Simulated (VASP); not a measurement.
A run of VASP 6.6.1:

The input INCAR:

```
SYSTEM = CdS
PREC     = Accurate       ! precision mode
ENCUT    = 520            ! plane-wave cutoff, eV
EDIFF    = 1E-6           ! SCF threshold, eV
ISMEAR   = 0              ! smearing method
SIGMA    = 0.02           ! smearing width, eV
LREAL    = .False.        ! projectors in reciprocal space
LASPH    = .True.         ! aspherical terms in the spheres
NELM     = 60             ! most SCF steps
ALGO     = Normal         ! electronic algorithm
ISIF     = 2              ! what is computed and relaxed
LWAVE    = .False.        ! write WAVECAR
LCHARG   = .True.         ! write CHGCAR
GGA      = PE             ! functional
LELF     = .True.         ! ELF
LVHAR    = .True.       
NBANDS   = 16             ! bands
```

Contents of KPOINTS:

```
regular mesh
0
Gamma
  8 8 8
  0 0 0
```

POSCAR

```
CdS
1.0
    0.0000000000      2.9632110885      2.9632110885
    2.9632110885      0.0000000000      2.9632110885
    2.9632110885      2.9632110885      0.0000000000
Cd S
1 1
Direct
    0.0000000000      0.0000000000      0.0000000000
    0.2500000000      0.2500000000      0.2500000000
```

Potentials or basis: VASP PAW PBE potentials, release 64 (Cd, S).

The run is started by

```sh
$ cat potpaw_PBE.64/Cd/POTCAR potpaw_PBE.64/S/POTCAR > POTCAR
$ mpirun -np 1 vasp_std > vasp.out
```

Hardware: 1 thread of Intel(R) Xeon(R) Platinum 8375C CPU @ 2.90GHz (Ice Lake) (shared host).

Problem. How long does it take, and how much memory?

Solution. Run time: 17 s on 1 thread of Intel(R) Xeon(R) Platinum 8375C CPU @ 2.90GHz (Ice Lake), on a shared host, peak memory 0.18 GiB. Counts: scf iterations 14, k points 29.
